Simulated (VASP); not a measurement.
Here is a VASP 6.6.1 calculation.

Contents of POSCAR:

```
MoS2
1.0
    3.1258617437      0.0000000000      0.0000000000
   -1.5629308718      2.7070756787      0.0000000000
    0.0000000000      0.0000000000     11.6740501987
Mo S
2 4
Direct
    0.3333333333      0.6666666667      0.2500000000
    0.6666666667      0.3333333333      0.7500000000
    0.3333333333      0.6666666667      0.6166359644
    0.6666666667      0.3333333333      0.1166359644
    0.3333333333      0.6666666667      0.8833640356
    0.6666666667      0.3333333333      0.3833640356
```

File INCAR.step1:

```
PREC = Accurate
ENCUT = 600
ISMEAR = 0
SIGMA = 0.1
LREAL = False
LASPH = True
NELM = 100
GGA = PE
ALGO = Normal
EDIFF = 1E-4
LWAVE = True
LCHARG = False
```

File INCAR.step2:

```
PREC = Accurate
ENCUT = 600
EDIFF = 1E-7
ISMEAR = 0
SIGMA = 0.1
LREAL = False
LASPH = True
NELM = 100
ALGO = Normal
ISIF = 3
LWAVE = False
LCHARG = False
METAGGA = R2SCAN
LMIXTAU = True
IVDW = 12
VDW_S6 = 1.0
VDW_S8 = 0.78981345
VDW_A1 = 0.49484001
VDW_A2 = 5.73083694
IBRION = 2
NSW = 80
EDIFFG = -0.05
PSTRESS = 56.0
ISTART = 1
```

The input KPOINTS:

```
Automatic mesh
0
Gamma
  9 9 2
```

Potentials or basis: VASP PAW PBE potentials, release 64 (Mo_sv, S).

Launch:

```console
$ cat potpaw_PBE.64/Mo_sv/POTCAR potpaw_PBE.64/S/POTCAR > POTCAR
$ cp INCAR.step1 INCAR
$ mpirun -np 1 vasp_std > vasp.out
$ cp INCAR.step2 INCAR
$ mpirun -np 1 vasp_std > vasp.out
```

(1) Estimate the dispersion energy per atom.

(2) What does it give for the band gap on the k mesh?

## Answers

(1) -0.219 eV.

(2) 0.78 eV (least direct gap 1.85 eV).

Caveat: the relaxation stopped at its first step, so nothing moved; the cell is relaxed towards a set pressure, so the run minimises the enthalpy, not the energy.
